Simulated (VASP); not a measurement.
# Be2Te (R3m) in VASP: further runs

Runs on Be2Te. Level: PBE. Tasks: single point, relaxation of cell and atoms.

Everything below comes from runs of VASP 6.6.1. Logs are shortened: lines on timing, memory, paths and dates and some standing lists are left out, and cuts for length are marked.

## Step 1: The cell of the first run

The structure is trigonal, space group R3m (No. 160). Conventional cell: a = 3.767 Å, b = 3.767 Å, c = 12.267 Å, α = 90.00°, β = 90.00°, γ = 120.00°. Be (site symmetry 3m) has 4 Be at 2.42 to 3.02 Å and 4 Te at 2.49 to 2.70 Å within 3.2 Å. Be (site symmetry 3m) has 4 Be at 2.42 to 3.02 Å and 3 Te at 2.60 Å within 3.2 Å. Te (site symmetry 3m) has 7 Be at 2.49 to 2.70 Å within 3.3 Å.

## Step 2: Single point, PBE

INCAR reads:

```
SYSTEM = Be2Te
ALGO = Normal
EDIFF = 1E-6
ENCUT = 520
GGA = PE
ISIF = 2
ISMEAR = 0
LASPH = .TRUE.
LCHARG = .TRUE.
LELF = .TRUE.
LREAL = .FALSE.
LVHAR = .TRUE.
LWAVE = .FALSE.
NBANDS = 12
NELM = 60
PREC = Accurate
SIGMA = 0.1
```

KPOINTS reads:

```
k-points
0
G
  12 12 12
  0 0 0
```

POSCAR reads:

```
Be2Te
1.0
    1.8835918221      1.0874922455      4.0890788759
   -1.8835918221      1.0874922455      4.0890788759
    0.0000000000     -2.1749844911      4.0890788759
Be Te
2 1
Direct
    0.2076380091      0.2076380091      0.2076380091
    0.4540835722      0.4540835722      0.4540835722
    0.0049784186      0.0049784186      0.0049784186
```

Potentials or basis: VASP PAW PBE potentials, release 64 (Be, Te).

The run is started by

```sh
cat potpaw_PBE.64/Be/POTCAR potpaw_PBE.64/Te/POTCAR > POTCAR
mpirun -np 1 vasp_std > vasp.out
```

OUTCAR:

```text
SYSTEM = Be2Te
   EDIFF = 1E-6
   ENCUT = 520
   GGA = PE
   ISIF = 2
   ISMEAR = 0
   LASPH = .TRUE.
   LREAL = .FALSE.
   NELM = 60
   PREC = Accurate

 ion  position               nearest neighbor table
   1  0.208  0.208  0.208-   3 2.49   3 2.70   3 2.70   3 2.70
   2  0.454  0.454  0.454-   3 2.60   3 2.60   3 2.60
   3  0.005  0.005  0.005-   1 2.49   2 2.60   2 2.60   2 2.60   1 2.70   1 2.70   1 2.70

  LATTYP: Found a trigonal (rhomboedric) cell.
 ALAT       =     4.6315357701
 COS(alpha) =     0.6692091081

  Lattice vectors:

 A1 = (   1.8835918221,   1.0874922455,   4.0890788759)
 A2 = (  -1.8835918221,   1.0874922455,   4.0890788759)
 A3 = (   0.0000000000,  -2.1749844911,   4.0890788759)

Analysis of symmetry for initial positions (statically):
=====================================================================
 Subroutine PRICEL returns:
 Original cell was already a primitive cell.

 Routine SETGRP: Setting up the symmetry group for a
 trigonal (rhombohedral) supercell.

 Subroutine GETGRP returns: Found  6 space group operations
 (whereof  6 operations were pure point group operations)
 out of a pool of 12 trial point group operations.

The static configuration has the point symmetry C_3v.

Analysis of symmetry for dynamics (positions and initial velocities):
=====================================================================
 Subroutine PRICEL returns:
 Original cell was already a primitive cell.

 Routine SETGRP: Setting up the symmetry group for a
 trigonal (rhombohedral) supercell.

 Subroutine GETGRP returns: Found  6 space group operations
 (whereof  6 operations were pure point group operations)
 out of a pool of 12 trial point group operations.

The dynamic configuration has the point symmetry C_3v.

 Subroutine INISYM returns: Found  6 space group operations
 (whereof  6 operations are pure point group operations),
 and found     1 'primitive' translations

----------------------------------------------------------------------------------------

                                     Primitive cell

  volume of cell :      50.2562

  direct lattice vectors                    reciprocal lattice vectors
     1.883591822  1.087492246  4.089078876     0.265450292  0.153257798  0.081517951
    -1.883591822  1.087492246  4.089078876    -0.265450292  0.153257798  0.081517951
     0.000000000 -2.174984491  4.089078876     0.000000000 -0.306515596  0.081517951

  length of vectors
     4.631535770  4.631535770  4.631535770     0.317170280  0.317170280  0.317170280

  position of ions in fractional coordinates (direct lattice)
     0.207638009  0.207638009  0.207638009
     0.454083572  0.454083572  0.454083572
     0.004978419  0.004978419  0.004978419

  ion indices of the primitive-cell ions
   primitive index   ion index
                 1           1
                 2           2
                 3           3

----------------------------------------------------------------------------------------

 KPOINTS: k-points

Automatic generation of k-mesh.
 Grid dimensions read from file:
 generate k-points for:   12   12   12

 Generating k-lattice:

  Cartesian coordinates                     Fractional coordinates (reciprocal lattice)
     0.022120858  0.012771483  0.006793163     0.083333333  0.000000000  0.000000000
    -0.022120858  0.012771483  0.006793163     0.000000000  0.083333333  0.000000000
     0.000000000 -0.025542966  0.006793163     0.000000000  0.000000000  0.083333333

  Length of vectors
     0.026430857  0.026430857  0.026430857

  Shift w.r.t. Gamma in fractional coordinates (k-lattice)
     0.000000000  0.000000000  0.000000000

 Subroutine IBZKPT returns following result:
 ===========================================

 Found    189 irreducible k-points:

 Following reciprocal coordinates:
            Coordinates               Weight
  0.000000  0.000000  0.000000      1.000000
  0.083333 -0.000000  0.000000      6.000000
  0.166667 -0.000000  0.000000      6.000000
  0.250000  0.000000 -0.000000      6.000000
  0.333333  0.000000  0.000000      6.000000
  0.416667 -0.000000  0.000000      6.000000
[... 16 lines left out ...]
  0.500000  0.166667 -0.000000     12.000000
 -0.416667  0.166667  0.000000     12.000000
 [... further k-points ...]
   k-points           NKPTS =    189   k-points in BZ     NKDIM =    189   number of bands    NBANDS=     12
   number of dos      NEDOS =    301   number of ions     NIONS =      3
   total plane-waves  NPLWV =  46656
   dimension x,y,z NGX =    36 NGY =   36 NGZ =   36
   dimension x,y,z NGXF=    72 NGYF=   72 NGZF=   72
   ions per type =               2   1
   NGX,Y,Z   is equivalent  to a cutoff of  12.92, 12.92, 12.92 a.u.
   NGXF,Y,Z  is equivalent  to a cutoff of  25.84, 25.84, 25.84 a.u.
 SYSTEM =  Be2Te
   PREC   = accura    normal or accurate (medium, high low for compatibility)
   ISTART =      0    job   : 0-new  1-cont  2-samecut
   ICHARG =      2    charge: 1-file 2-atom 10-const
   ISPIN  =      1    spin polarized calculation?
   LNONCOLLINEAR =      F non collinear calculations
   LSORBIT =      F    spin-orbit coupling
   LASPH  =      T    aspherical Exc in radial PAW
   ENCUT  =  520.0 eV  38.22 Ry    6.18 a.u.   8.61  8.61  8.61*2*pi/ulx,y,z
   NELM   =     60;   NELMIN=  2; NELMDL= -5     # of ELM steps
   EDIFF  = 0.1E-05   stopping-criterion for ELM
   LREAL  =      F    real-space projection
   EDIFFG = 0.1E-04   stopping-criterion for IOM
   NSW    =      0    number of steps for IOM
   IBRION =     -1    ionic relax: 0-MD 1-quasi-New 2-CG
   NFREE  =      0    steps in history (QN), initial steepest desc. (CG)
   ISIF   =      2    stress and relaxation
   ISYM   =      2    0-nonsym 1-usesym 2-fastsym
   POTIM  = 0.5000    time-step for ionic-motion
   TEBEG  =    0.0;   TEEND  =   0.0 temperature during run
   PSTRESS=    0.0 pullay stress
   NELECT =      10.0000    total number of electrons
   NUPDOWN=      -1.0000    fix difference up-down
   EMIN   =  10.00;   EMAX   =-10.00  energy-range for DOS
   EFERMI =   0.00;   METHOD = LEGACY
   ISMEAR =     0;   SIGMA  =   0.10  broadening in eV -4-tet -1-fermi 0-gaus
   EFERMI_NEDOS =   21; number of points for ismear=-14 and -15
   IALGO  =     38    algorithm
   IMIX   =      4    mixing-type and parameters
     AMIX     =   0.40;   BMIX     =  1.00
     AMIX_MAG =   1.60;   BMIX_MAG =  1.00
  volume/ion in A,a.u.               =      16.75       113.05
  Fermi-wavevector in a.u.,A,eV,Ry     =   0.955751  1.806108 12.428387  0.913461
  Thomas-Fermi vector in A             =   2.084617
   LORBIT       =      0    0 simple, 1 ext, 2 COOP (PROOUT), +10 PAW based schemes
   GGA     = PE    functional components
   LHFCALC =     F    Hartree Fock is set to
   AEXX    =    0.0000 exact exchange contribution
   IVDW    =     0    specifies the selected vdW correction
   LEPSILON=     F    determine dielectric tensor
   LRPA    =     F    only Hartree local field effects (RPA)
 non-spin polarized calculation
 Gauss-broadening in eV      SIGMA  =   0.10
  energy-cutoff  :      520.00
  volume of cell :       50.26
 maximum number of plane-waves:      1367
   NGX = 17   NGY = 17   NGZ = 17

 number of electron      10.0000000 magnetization

 Free energy of the ion-electron system (eV)
  ---------------------------------------------------
  ext. energy  EPLUGINS =         0.00000000
  ---------------------------------------------------
  free energy    TOTEN  =        -9.01666556 eV

  energy without entropy =       -9.01311722  energy(sigma->0) =       -9.01489139

 E-fermi :   7.0458     XC(G=0):  -9.7813

 val. band max:        7.0335389450   @ k =  -0.1667  -0.1667   0.0833
 cond. band min:       7.0684638478   @ k =   0.3333   0.3333   0.1667
 fundamental gap:      0.0349249028
 Fermi energy:         7.0458410569

 k-point     1 :       0.0000    0.0000    0.0000
  band No.  band energies     occupation
      1      -6.8682      2.00000
      2       2.3730      2.00000
      3       4.1762      2.00000
      4       5.9747      2.00000
      5       5.9747      2.00000
      6       9.1464      0.00000
      7       9.2777      0.00000
      8       9.2777      0.00000
      9      11.3315      0.00000
     10      11.3315      0.00000
     11      13.1294      0.00000
     12      14.2561      0.00000

 k-point     2 :       0.0833   -0.0000    0.0000
  band No.  band energies     occupation
      1      -6.7919      2.00000
      2       2.3383      2.00000
      3       4.2600      2.00000
      4       5.3021      2.00000
      5       5.8461      2.00000
      6       8.9039      0.00000
      7       9.1112      0.00000
      8       9.8117      0.00000
      9      11.2736      0.00000
     10      11.5410      0.00000
     11      13.2436      0.00000
     12      13.7696      0.00000

 k-point     3 :       0.1667   -0.0000    0.0000
  band No.  band energies     occupation
      1      -6.5688      2.00000
      2       2.2497      2.00000
      3       3.6526      2.00000
      4       4.9658      2.00000
      5       5.5443      2.00000
      6       8.2748      0.00000
      7       8.6566      0.00000
      8      10.1538      0.00000
      9      11.5870      0.00000
     10      12.2302      0.00000
     11      12.7222      0.00000
     12      14.7433      0.00000
[... 286 lines left out ...]
 k-point    23 :       0.5000    0.1667   -0.0000
  band No.  band energies     occupation
      1      -5.2124      2.00000
      2       0.0860      2.00000
      3       2.1391      2.00000
      4       3.2716      2.00000
      5       5.6089      2.00000
      6       7.1501      0.14023
      7       9.1692      0.00000
      8      10.8758      0.00000
      9      11.3622      0.00000
     10      13.4528      0.00000
     11      14.0445      0.00000
     12      17.4387      0.00000

 k-point    24 :      -0.4167    0.1667    0.0000
  band No.  band energies     occupation
      1      -5.0992      2.00000
      2      -0.1093      2.00000
      3       2.3150      2.00000
      4       3.2027      2.00000
      5       5.7133      2.00000
      6       6.7331      1.99999
      7       8.5339      0.00000
      8      10.9866      0.00000
      9      11.4896      0.00000
     10      13.6563      0.00000
     11      15.5164      0.00000
     12      16.2213      0.00000

 [... further k-points ...]

------------------------ aborting loop because EDIFF is reached ----------------------------------------

  FORCE on cell =-STRESS in cart. coord.  units (eV):
  Direction    XX          YY          ZZ          XY          YZ          ZX
  --------------------------------------------------------------------------------------
  -------------------------------------------------------------------------------------
  Total        0.0170430      0.0170430      0.0483494      0.0000000     -0.0000000      0.0000000
  in kB        0.5433346      0.5433346      1.5413870      0.0000000     -0.0000000      0.0000000
  external PRESSURE =       0.8760187 kB  Pullay stress =       0.0000000 kB

 VOLUME and BASIS-vectors are now :
 -----------------------------------------------------------------------------
  energy-cutoff  :      520.00
  volume of cell :       50.26
      direct lattice vectors                 reciprocal lattice vectors
     1.883591822  1.087492246  4.089078876     0.265450292  0.153257798  0.081517951
    -1.883591822  1.087492246  4.089078876    -0.265450292  0.153257798  0.081517951
     0.000000000 -2.174984491  4.089078876     0.000000000 -0.306515596  0.081517951

 POSITION                                       TOTAL-FORCE (eV/Angst)
 -----------------------------------------------------------------------------------
      0.00000     -0.00000      2.54714         0.000000     -0.000000      0.010627
      0.00000     -0.00000      5.57035         0.000000     -0.000000      0.010600
      0.00000     -0.00000      0.06107         0.000000      0.000000     -0.021227
 -----------------------------------------------------------------------------------
    total drift:                                0.000000      0.000000     -0.000082

  FREE ENERGIE OF THE ION-ELECTRON SYSTEM (eV)
  ---------------------------------------------------
  free  energy   TOTEN  =        -9.0166655583 eV

  energy  without entropy=       -9.0131172192  energy(sigma->0) =       -9.01489139
```

Wall time 56 s (1 thread of Intel Xeon 6975P-C (Granite Rapids), shared host); peak memory 0.27 GiB.

Results:

* Free energy: -9.0167 eV
* Pressure: 0.1 GPa
* Largest force: 0.021 eV/Å
* Band gap on the k mesh: zero (bands 5 and 6 overlap by 2.89 eV)

Forces in eV/Å, atoms in the order of the input:
```
Be   0.000  0.000  0.011
Be   0.000  0.000  0.011
Te   0.000  0.000 -0.021
```

Levels at points of the mesh, in eV from the Fermi level:
```csv
k point,band 3,band 4,band 5,band 6,band 7,band 8
"(0.00, 0.00, 0.00)",-2.87,-1.07,-1.07,2.10,2.23,2.23
"(0.50, 0.00, 0.00)",-4.39,-2.35,-1.42,0.19,0.67,2.36
"(0.50, 0.50, 0.00)",-5.43,-3.59,-3.19,1.13,4.41,4.55
"(0.50, 0.50, 0.50)",-1.57,-1.57,1.96,2.36,2.36,3.74
```

Caveat: spin-orbit coupling is left out, which moves the levels of the heavy elements.

## Step 3: Relaxation of cell and atoms, PBE

This run uses another cell than the first one, of 16.86 Å³/atom.

INCAR reads:

```
PREC = Accurate
ENCUT = 600
EDIFF = 1E-7
ISMEAR = 0
SIGMA = 0.1
LREAL = False
LASPH = True
NELM = 100
ALGO = Fast
ISIF = 3
LWAVE = False
LCHARG = False
GGA = PE
IBRION = 2
NSW = 100
EDIFFG = -0.01
```

KPOINTS reads:

```
Automatic mesh
0
Gamma
  12 12 12
```

POSCAR reads:

```
Be2Te
1.0
    1.8801658873      1.0855142811      4.1298592417
   -1.8801658873      1.0855142811      4.1298592417
    0.0000000000     -2.1710285623      4.1298592417
Be Te
2 1
Direct
    0.2076159318      0.2076159318      0.2076159318
    0.4526930958      0.4526930958      0.4526930958
    0.0063909723      0.0063909723      0.0063909723
```

Potentials or basis: VASP PAW PBE potentials, release 64 (Be, Te).

The run is started by

```sh
cat potpaw_PBE.64/Be/POTCAR potpaw_PBE.64/Te/POTCAR > POTCAR
mpirun -np 1 vasp_std > vasp.out
```

Wall time 4.7 min (1 thread of Intel Xeon 6975P-C (Granite Rapids), shared host); peak memory 0.34 GiB.

It converged, with:

```yaml
Free_energy: -9.0168 eV
Relaxed_volume: 16.76 Å³/atom
Relaxed_cell: a = 4.632 Å, b = 4.632 Å, c = 4.632 Å, α = 48.00°, β = 48.00°, γ = 48.00°
Space_group_after_relaxing_to_0.1_Å: R3m (No. 160)
Energy_gained_by_relaxing: 0.5 meV/atom
Ionic_steps: 6
Pressure_after_relaxing: 0.0 GPa
Largest_force_after_relaxing: 0.003 eV/Å
Band_gap_on_the_k_mesh: zero (bands 5 and 6 overlap by 2.89 eV)
```

Forces in eV/Å, atoms in the order of the input:
```
Be   0.000  0.000  0.003
Be   0.000  0.000  0.000
Te   0.000  0.000 -0.003
```

Step by step:
| step | energy change (eV) | largest force (eV/Å) | pressure (GPa) | volume (Å³) |
| --- | --- | --- | --- | --- |
| 1 | 0.0000 | 0.0375 | -0.10 | 50.57 |
| 2 | -0.0004 | 0.0415 | -0.01 | 50.49 |
| 3 | -0.0006 | 0.0628 | 0.11 | 50.39 |
| 4 | -0.0009 | 0.0481 | 0.02 | 50.42 |
| 5 | -0.0013 | 0.0131 | -0.19 | 50.49 |
| 6 | -0.0015 | 0.0035 | 0.00 | 50.29 |

Final structure:
```xyz
3
Lattice="1.8842 1.0878 4.0894 -1.8842 1.0878 4.0894 0.0000 -2.1757 4.0894" Properties=species:S:1:pos:R:3 pbc="T T T"
Be    0.0000    0.0000    2.5480
Be    0.0000    0.0000    5.5734
Te    0.0000    0.0000    0.0578
```

Levels at points of the mesh, in eV from the Fermi level:
```tsv
k point	band 1	band 2	band 3	band 4	band 5	band 6	band 7	band 8	band 9
(0.00, 0.00, 0.00)	-13.90	-4.66	-2.87	-1.06	-1.06	2.10	2.22	2.22	4.30
(0.50, 0.00, 0.00)	-12.27	-7.42	-4.38	-2.34	-1.42	0.19	0.67	2.37	3.66
(0.50, 0.50, 0.00)	-12.06	-7.09	-5.43	-3.58	-3.18	1.13	4.42	4.54	5.13
(0.50, 0.50, 0.50)	-13.37	-8.22	-1.56	-1.56	1.96	2.36	2.36	3.74	5.63
```

Caveat: spin-orbit coupling is left out, which moves the levels of the heavy elements.
